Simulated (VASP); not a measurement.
GeAs5:

```
Ge As
1.0
     5.76277    0.00000    0.00000
    -2.88139    4.99071    0.00000
     0.00000    0.00000    4.69044
Ge As
1 5
Direct
  0.00000 0.00000 0.00000
  0.33333 0.66667 0.00000
  0.66667 0.33333 0.00000
  0.50000 0.00000 0.50000
  0.50000 0.50000 0.50000
  0.00000 0.50000 0.50000
```

The cell was generated, and may not be a known phase.

* Program: VASP 6.6.1
* Task: relaxation of cell and atoms
* Functional: PBE
* Potentials or basis: VASP PAW PBE potentials, release 64 (Ge_d, As)
* Cutoff: 600 eV
* k mesh: 6 × 6 × 8
* Occupations: gaussian, width 0.1 eV
* Spin: no spin polarisation

At the start: pressure -2.6 GPa; volume 22.48 Å³/atom.

Q: How do energy, volume and symmetry change on relaxing?

A: Over 12 steps the energy falls by 61.1 meV/atom and the volume is 21.30 Å³/atom (-5.3 %); space group P6/mmm (No. 191, to 0.1 Å) before and after.

The path:
| step | energy change (eV) | largest force (eV/Å) | pressure (GPa) | volume (Å³) |
| --- | --- | --- | --- | --- |
| 1 | 0.0000 | 0.0000 | -2.59 | 134.90 |
| 2 | -0.1386 | 0.0000 | 0.34 | 127.88 |
| 3 | -0.1572 | 0.0000 | 1.90 | 124.95 |
| 4 | -0.2648 | 0.0000 | 2.03 | 124.42 |
| 5 | -0.1283 | 0.0000 | 4.56 | 121.97 |
| 6 | -0.3348 | 0.0000 | 2.39 | 123.70 |
| 7 | -0.3342 | 0.0000 | 2.55 | 123.51 |
| 8 | -0.3355 | 0.0000 | 2.48 | 123.60 |
| 9 | -0.3652 | 0.0000 | -0.48 | 128.66 |
| 10 | -0.3668 | 0.0000 | 0.03 | 127.71 |
| 11 | -0.3668 | 0.0000 | -0.02 | 127.79 |
| 12 | -0.3669 | 0.0000 | -0.03 | 127.81 |

Final structure:
```
Ge As
1.0
     5.40512    0.00000    0.00000
    -2.70256    4.68097    0.00000
     0.00000    0.00000    5.05163
Ge As
1 5
Direct
  0.00000 0.00000 0.00000
  0.33333 0.66667 0.00000
  0.66667 0.33333 0.00000
  0.50000 0.00000 0.50000
  0.50000 0.50000 0.50000
  0.00000 0.50000 0.50000
```

Caveat: an odd number of electrons without spin polarisation forces a metal; a magnetic or distorted state may lie lower.
